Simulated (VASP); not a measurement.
BP:

```
B P
1.0
     6.23074    0.00000    0.00000
     0.00000    4.17870    0.00000
     0.00000    0.00000    3.15530
B P
4 4
Direct
  0.75000 0.00000 0.47082
  0.00000 0.50000 0.00000
  0.25000 0.00000 0.52918
  0.50000 0.50000 0.00000
  0.75000 0.50000 0.56914
  0.00000 0.00000 0.00000
  0.25000 0.50000 0.43086
  0.50000 0.00000 0.00000
```

| Item | Value |
| --- | --- |
| Program | VASP 6.6.1 |
| Task | relaxation of cell and atoms |
| Functional | PBE |
| Potentials or basis | VASP PAW PBE potentials, release 64 (B, P) |
| Cutoff | 600 eV |
| k mesh | 6 × 10 × 12 |
| Occupations | gaussian, width 0.1 eV |
| Spin | no spin polarisation |

At the start: pressure -0.9 GPa; volume 10.27 Å³/atom.

Task: How do energy, volume and symmetry change on relaxing?

Result: Over 14 steps the energy falls by 7.4 meV/atom and the volume is 10.15 Å³/atom (-1.1 %); space group Pmma (No. 51, to 0.05 Å).

The path:
```
step  energy change (eV)  largest force (eV/Å)  pressure (GPa)  volume (Å³)
   1              0.0000                0.0086           -0.93        82.15
   2             -0.0233                0.0480            0.15        81.44
   3             -0.0393                0.1032            1.59        80.52
   4              0.0152                0.2152            5.87        78.64
   5             -0.0403                0.1136            1.99        80.32
   6             -0.0537                0.0967            0.54        81.01
   7             -0.0543                0.1029            0.15        81.20
   8             -0.0568                0.0838           -0.05        81.29
   9             -0.0577                0.0650           -0.26        81.39
  10             -0.0583                0.0445            0.05        81.22
  11             -0.0584                0.0272            0.31        81.08
  12             -0.0588                0.0044            0.13        81.16
  13             -0.0588                0.0038            0.06        81.19
  14             -0.0588                0.0019           -0.02        81.23
```

Final structure:
```
B P
1.0
     6.06901    0.00000    0.00000
     0.00000    4.32582    0.00000
     0.00000    0.00000    3.09421
B P
4 4
Direct
  0.75000 0.00000 0.47895
  0.00000 0.50000 0.00000
  0.25000 0.00000 0.52105
  0.50000 0.50000 0.00000
  0.75000 0.50000 0.56462
  0.00000 0.00000 0.00000
  0.25000 0.50000 0.43539
  0.50000 0.00000 0.00000
```
